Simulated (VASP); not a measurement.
Here is a VASP 6.6.1 calculation.

The input INCAR:

```
SYSTEM = KZnF3
PREC = Accurate
ENCUT = 520
EDIFF = 1E-7
ISMEAR = 0
SIGMA = 0.02
LREAL = .FALSE.
LASPH = .TRUE.
NELM = 60
ALGO = Normal
ISIF = 2
LWAVE = .FALSE.
LCHARG = .FALSE.
GGA = PS
NBANDS = 29
```

File KPOINTS:

```
Automatic mesh
0
G
  6 6 6
  0 0 0
```

File POSCAR:

```
KZnF3
1.0
    3.9911614930      0.0000000000      0.0000000000
    0.0000000000      3.9911614930      0.0000000000
    0.0000000000      0.0000000000      4.1016792909
K Zn F
1 1 3
Direct
    0.0000000000      0.0000000000      0.0000000000
    0.5000000000      0.5000000000      0.5000000000
    0.0000000000      0.5000000000      0.5000000000
    0.5000000000      0.0000000000      0.5000000000
    0.5000000000      0.5000000000      0.0000000000
```

Potentials or basis: VASP PAW PBE potentials, release 64 (K_sv, Zn, F).

Launch:

```bash
$ cat potpaw_PBE.64/K_sv/POTCAR potpaw_PBE.64/Zn/POTCAR potpaw_PBE.64/F/POTCAR > POTCAR
$ mpirun -np 1 vasp_std > vasp.out
```

(1) Predict the band gap on the k mesh.

(2) Estimate the pressure.

## Answers

(1) 3.60 eV (least direct gap 5.62 eV).

(2) 2.0 GPa.

Caveat: the cell differs from its parent crystal (biaxial strain in the a-b plane: -1.5 %, then relaxed in part); the PAW data sets were made with another functional, which shifts forces and pressure a little.
